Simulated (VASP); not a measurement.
# ScHg (Pm-3m) in VASP: further runs, part 2 of 2

VASP 6.6.1.

## Step 3: Single point, LDA

This run uses another cell than the first one, of 20.23 Å³/atom, 1.021 times its volume.

File INCAR:

```
  ALGO = Normal
  EDIFF = 1E-6
  ENCUT = 520
  ISIF = 2
  ISMEAR = 1
  LASPH = T
  LCHARG = T
  LELF = T
  LREAL = F
  LVHAR = T
  LWAVE = F
  NBANDS = 18
  NELM = 100
  PREC = Accurate
  SIGMA = 0.1
```

File KPOINTS:

```
k-points
0
Gamma
  8 8 8
```

File POSCAR:

```
ScHg
1.0
    3.4329672075      0.0000000000      0.0000000000
    0.0000000000      3.4329672075      0.0000000000
    0.0000000000      0.0000000000      3.4329672075
Sc Hg
1 1
Direct
    0.5000000000      0.5000000000      0.5000000000
    0.0000000000      0.0000000000      0.0000000000
```

Potentials or basis: VASP PAW LDA potentials, release 64 (Sc_sv, Hg).

Launch:

```sh
cat potpaw_LDA.64/Sc_sv/POTCAR potpaw_LDA.64/Hg/POTCAR > POTCAR
mpirun -np 1 vasp_std > vasp.out
```

OUTCAR:

```text
EDIFF = 1E-6
   ENCUT = 520
   ISIF = 2
   ISMEAR = 1
   LASPH = T
   LREAL = F
   NELM = 100
   PREC = Accurate

 ion  position               nearest neighbor table
   1  0.500  0.500  0.500-   2 2.97   2 2.97   2 2.97   2 2.97   2 2.97   2 2.97   2 2.97   2 2.97

   2  0.000  0.000  0.000-   1 2.97   1 2.97   1 2.97   1 2.97   1 2.97   1 2.97   1 2.97   1 2.97

  LATTYP: Found a simple cubic cell.
 ALAT       =     3.4329672075

  Lattice vectors:

 A1 = (   3.4329672075,   0.0000000000,   0.0000000000)
 A2 = (   0.0000000000,   3.4329672075,   0.0000000000)
 A3 = (   0.0000000000,   0.0000000000,   3.4329672075)

Analysis of symmetry for initial positions (statically):
=====================================================================
 Subroutine PRICEL returns:
 Original cell was already a primitive cell.

 Routine SETGRP: Setting up the symmetry group for a
 simple cubic supercell.

 Subroutine GETGRP returns: Found 48 space group operations
 (whereof 48 operations were pure point group operations)
 out of a pool of 48 trial point group operations.
[... 155 lines left out ...]

 Free energy of the ion-electron system (eV)
  ---------------------------------------------------
  ext. energy  EPLUGINS =         0.00000000
  ---------------------------------------------------
  free energy    TOTEN  =        -8.84713342 eV

  energy without entropy =       -8.84681635  energy(sigma->0) =       -8.84702773

 E-fermi :   4.7008     XC(G=0): -11.5190

 val. band max:        4.6912947741   @ k =   0.3750   0.2500   0.1250
 cond. band min:       4.7409069532   @ k =   0.3750   0.2500   0.0000
 fundamental gap:      0.0496121791
 Fermi energy:         4.7007726595

 k-point     1 :       0.0000    0.0000    0.0000
  band No.  band energies     occupation
      1     -44.6940      2.00000
      2     -23.6075      2.00000
      3     -23.6075      2.00000
      4     -23.6075      2.00000
      5      -4.1389      2.00000
      6      -3.5010      2.00000
[... 481 lines left out ...]
      5      -3.4227      2.00000
      6      -3.1402      2.00000
[... 10 lines left out ...]
     17       9.0899      0.00000
     18      11.2542      0.00000

 [... further k-points ...]
[... 5 lines left out ...]
  --------------------------------------------------------------------------------------
  -------------------------------------------------------------------------------------
  Total        0.0096440      0.0096440      0.0096440     -0.0000000      0.0000000     -0.0000000
  in kB        0.3819082      0.3819082      0.3819082     -0.0000000      0.0000000     -0.0000000
  external PRESSURE =       0.3819082 kB  Pullay stress =       0.0000000 kB

 VOLUME and BASIS-vectors are now :
 -----------------------------------------------------------------------------
  energy-cutoff  :      520.00
  volume of cell :       40.46
      direct lattice vectors                 reciprocal lattice vectors
     3.432967207  0.000000000  0.000000000     0.291293199  0.000000000  0.000000000
     0.000000000  3.432967207  0.000000000     0.000000000  0.291293199  0.000000000
     0.000000000  0.000000000  3.432967207     0.000000000  0.000000000  0.291293199

 POSITION                                       TOTAL-FORCE (eV/Angst)
 -----------------------------------------------------------------------------------
      1.71648      1.71648      1.71648         0.000000      0.000000      0.000000
      0.00000      0.00000      0.00000         0.000000      0.000000      0.000000
 -----------------------------------------------------------------------------------
    total drift:                                0.000000      0.000000      0.000000

  FREE ENERGIE OF THE ION-ELECTRON SYSTEM (eV)
  ---------------------------------------------------
  free  energy   TOTEN  =        -8.8471334191 eV

  energy  without entropy=       -8.8468163482  energy(sigma->0) =       -8.84702773
```

It took 22 s on 1 thread of Intel Xeon Platinum 8488C (Sapphire Rapids), shared host; peak memory 0.16 GiB.

Results:

* Free energy: -8.8471 eV
* Pressure: 0.0 GPa

Caveat: spin-orbit coupling is left out, which moves the levels of the heavy elements.

## Step 4: Single point, LDA

This run uses another cell than the first one, of 20.65 Å³/atom, 1.043 times its volume.

File INCAR:

```
SYSTEM = ScHg
ALGO     = Normal         ! electronic algorithm
EDIFF    = 1E-6           ! SCF threshold, eV
ENCUT    = 520            ! plane-wave cutoff, eV
ISIF     = 2              ! what is computed and relaxed
ISMEAR   = 1              ! smearing method
LASPH    = .TRUE.         ! aspherical terms in the spheres
LCHARG   = .FALSE.        ! write CHGCAR
LREAL    = .FALSE.        ! projectors in reciprocal space
LWAVE    = .FALSE.        ! write WAVECAR
NBANDS   = 18             ! bands
NELM     = 60             ! most SCF steps
PREC     = Accurate       ! precision mode
SIGMA    = 0.1            ! smearing width, eV
```

File KPOINTS:

```
k-points
0
G
  8 8 8
  0 0 0
```

File POSCAR:

```
ScHg
1.0
    3.4566435916      0.0000000000      0.0000000000
    0.0000000000      3.4566435916      0.0000000000
    0.0000000000      0.0000000000      3.4566435916
Sc Hg
1 1
Direct
    0.5000000000      0.5000000000      0.5000000000
    0.0000000000      0.0000000000      0.0000000000
```

Potentials or basis: VASP PAW LDA potentials, release 64 (Sc_sv, Hg).

Launch:

```sh
cat potpaw_LDA.64/Sc_sv/POTCAR potpaw_LDA.64/Hg/POTCAR > POTCAR
mpirun -np 1 vasp_std > vasp.out
```

OUTCAR:

```text
SYSTEM = ScHg
   EDIFF = 1E-6
   ENCUT = 520
   ISIF = 2
   ISMEAR = 1
   LASPH = .TRUE.
   LREAL = .FALSE.
   NELM = 60
   PREC = Accurate

 ion  position               nearest neighbor table
   1  0.500  0.500  0.500-   2 2.99   2 2.99   2 2.99   2 2.99   2 2.99   2 2.99   2 2.99   2 2.99

   2  0.000  0.000  0.000-   1 2.99   1 2.99   1 2.99   1 2.99   1 2.99   1 2.99   1 2.99   1 2.99

  LATTYP: Found a simple cubic cell.
 ALAT       =     3.4566435916

  Lattice vectors:

 A1 = (   3.4566435916,   0.0000000000,   0.0000000000)
 A2 = (   0.0000000000,   3.4566435916,   0.0000000000)
 A3 = (   0.0000000000,   0.0000000000,   3.4566435916)
[... 673 lines left out ...]
      6      -3.2233      2.00000
[... 10 lines left out ...]
     17       8.7863      0.00000
     18      10.9085      0.00000

 [... further k-points ...]
[... 5 lines left out ...]
  --------------------------------------------------------------------------------------
  -------------------------------------------------------------------------------------
  Total       -0.4865509     -0.4865509     -0.4865509      0.0000000      0.0000000      0.0000000
  in kB      -18.8744820    -18.8744820    -18.8744820      0.0000000      0.0000000      0.0000000
  external PRESSURE =     -18.8744820 kB  Pullay stress =       0.0000000 kB

 VOLUME and BASIS-vectors are now :
 -----------------------------------------------------------------------------
  energy-cutoff  :      520.00
  volume of cell :       41.30
      direct lattice vectors                 reciprocal lattice vectors
     3.456643592  0.000000000  0.000000000     0.289297978  0.000000000  0.000000000
     0.000000000  3.456643592  0.000000000     0.000000000  0.289297978  0.000000000
     0.000000000  0.000000000  3.456643592     0.000000000  0.000000000  0.289297978

 POSITION                                       TOTAL-FORCE (eV/Angst)
 -----------------------------------------------------------------------------------
      1.72832      1.72832      1.72832         0.000000      0.000000      0.000000
      0.00000      0.00000      0.00000         0.000000      0.000000      0.000000
 -----------------------------------------------------------------------------------
    total drift:                                0.000000      0.000000      0.000000

  FREE ENERGIE OF THE ION-ELECTRON SYSTEM (eV)
  ---------------------------------------------------
  free  energy   TOTEN  =        -8.8428930038 eV

  energy  without entropy=       -8.8426978514  energy(sigma->0) =       -8.84282795
```

Run time: 21 s. Hardware: 1 thread of Intel Xeon Platinum 8488C (Sapphire Rapids), shared host; peak memory 0.16 GiB.

Results:

```
Free energy : -8.8429 eV
Pressure    : -1.9 GPa
```

Caveat: spin-orbit coupling is left out, which moves the levels of the heavy elements.

## Step 5: Single point, LDA

This run uses another cell than the first one, of 21.07 Å³/atom, 1.064 times its volume.

File INCAR:

```
ALGO = Normal
EDIFF = 1E-6
ENCUT = 520
GGA = CA
ISIF = 2
ISMEAR = 1
LASPH = T
LCHARG = F
LREAL = F
LWAVE = F
NBANDS = 18
NELM = 60
PREC = Accurate
SIGMA = 0.1
```

File KPOINTS:

```
k-points
0
Gamma
  8 8 8
```

File POSCAR:

```
ScHg
1.0
    3.4800000000      0.0000000000      0.0000000000
    0.0000000000      3.4800000000      0.0000000000
    0.0000000000      0.0000000000      3.4800000000
Sc Hg
1 1
Direct
    0.5000000000      0.5000000000      0.5000000000
    0.0000000000      0.0000000000      0.0000000000
```

Launch:

```sh
cat potpaw_LDA.64/Sc_sv/POTCAR potpaw_LDA.64/Hg/POTCAR > POTCAR
mpirun -np 1 vasp_std > vasp.out
```

It took 20 s on 1 thread of Intel Xeon Platinum 8488C (Sapphire Rapids), shared host; peak memory 0.16 GiB.

Results (log left out):

```yaml
Free_energy: -8.8291 eV
Pressure: -3.6 GPa
```

Levels at points of the mesh, in eV from the Fermi level:
```tsv
k point	band 10	band 11	band 12	band 13	band 14	band 15
(0.00, 0.00, 0.00)	-7.18	0.28	0.28	2.41	2.41	2.41
(0.50, 0.00, 0.00)	-5.06	-3.86	-0.06	0.74	0.74	2.19
(0.50, 0.50, 0.00)	-4.10	-0.95	-0.95	0.54	2.00	2.00
(0.50, 0.50, 0.50)	-1.80	-1.80	-1.80	-0.90	2.93	2.93
```

Caveat: spin-orbit coupling is left out, which moves the levels of the heavy elements.

## Step 6: Summary

| cell | gap on the mesh (eV) | pressure (GPa) |
| --- | --- | --- |
| a = 3.409 Å, 2 atoms | none | 2.2 |
| a = 3.433 Å, 2 atoms | none | 0.0 |
| a = 3.457 Å, 2 atoms | none | -1.9 |
| a = 3.480 Å, 2 atoms | none | -3.6 |

Alike in all rows: task single point; level LDA; potentials or basis VASP PAW LDA potentials, release 64 (Sc_sv, Hg); no spin polarisation; k mesh 8 × 8 × 8; cutoff (eV) 520; smearing methfessel-paxton 0.1 eV.

Caveats: spin-orbit coupling is left out, which moves the levels of the heavy elements.

Absolute energies hang on the potentials; compare differences alone.
